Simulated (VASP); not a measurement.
The system is BeS.

```
S Be
1.0
     0.00000    2.40872    2.40872
     2.40872    0.00000    2.40872
     2.40872    2.40872    0.00000
S Be
1 1
Direct
  0.75000 0.75000 0.75000
  0.00000 0.00000 0.00000
```

Base run:

* Program: VASP 6.6.1
* Functional: PBE0
* Potentials or basis: VASP PAW PBE potentials, release 64 (S, Be)
* Cutoff: 520 eV
* k mesh: 6 × 6 × 6
* Occupations: fermi-dirac, width 0.05 eV
* Spin: no spin polarisation

Its results: band gap on the k mesh 4.73 eV, indirect (least direct gap 7.61 eV); pressure 2.1 GPa.

The run is repeated on the same cell with these changes: functional from PBE0 to HSE06. What comes out?

Band gap on the k mesh 4.00 eV, indirect (least direct gap 6.86 eV); pressure 2.1 GPa.

Caveats: the PAW data sets were made with another functional, which shifts forces and pressure a little.

A k mesh can miss the band edges.
